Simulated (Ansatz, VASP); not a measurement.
MgO: VASP beside Ansatz

File INCAR:

```
SYSTEM = MgO
  PREC = Accurate
  ENCUT = 520
  EDIFF = 1E-7
  ISMEAR = -1
  SIGMA = 0.02
  LREAL = .False.
  LASPH = .True.
  NELM = 60
  ALGO = Normal
  ISIF = 2
  LWAVE = .False.
  LCHARG = .False.
  GGA = PE
  NBANDS = 11
```

The input KPOINTS:

```
regular mesh
0
Gamma
  10 10 10
  0 0 0
```

The input POSCAR:

```
MgO
1.0
   -0.0372806204      2.1069301434      2.1069301434
    2.1069301434     -0.0372806204      2.1069301434
    2.1069301434      2.1069301434     -0.0372806204
Mg O
1 1
Direct
    0.0000000000      0.0000000000      0.0000000000
    0.5000000000      0.5000000000      0.5000000000
```

Input for Ansatz:

```yaml
crystal:
  lattice:
    - [-0.0372806204, 2.1069301434, 2.1069301434]
    - [2.1069301434, -0.0372806204, 2.1069301434]
    - [2.1069301434, 2.1069301434, -0.0372806204]
  atoms:
    - { symbol: Mg, position: [0.0, 0.0, 0.0] }
    - { symbol: O, position: [0.5, 0.5, 0.5] }
kpoints:
  mp_grid: { grid: [10, 10, 10] }
  band_path:
    path:
      - [0.0, 0.0, 0.0]
      - [0.5, 0.0, 0.5]
      - [0.625, 0.25, 0.625]
      - [0.375, 0.375, 0.75]
      - [0.5, 0.5, 0.5]
      - [0.5, 0.25, 0.75]
    npoints: 1
hamiltonian:
  xc: pbe
scf:
  occupations: { method: fermi_dirac, width: 0.02 }
  n_extra_bands: 4
output:
  forces: true
  stress: true
  eigenvalues: true
  write_density: true
  write_potential: true
  elf: true
  volumetric_format: npy
```

Change from the starting cell: epitaxial_111 strain +2.0%.

Alike in both runs: task single point; functional PBE; k mesh 10 × 10 × 10; occupations fermi-dirac, width 0.02 eV; no spin polarisation.

```csv
,VASP,Ansatz
version,VASP 6.6.1,Ansatz 0.2.0
potentials or method,"VASP PAW PBE potentials, release 64 (Mg, O)","plane waves, PAW"
plane-wave cutoff (eV),520,420
valence electrons in the cell,8,16
```

Ansatz gave:

| Property | Result |
| --- | --- |
| gap on the k mesh at the Fermi level (eV) | 4.35 |
| pressure (GPa) | 0.3 |
| traceless stress, the component that is largest in VASP (GPa) | 2.40 |

Which values does VASP return?

gap on the k mesh at the Fermi level (eV): 4.33; pressure (GPa): -0.4; traceless stress, the component that is largest in VASP (GPa): 2.42.

VASP's potentials hold 8 valence electrons a cell and Ansatz's 16, so a difference there can come from the potentials and not from the codes.
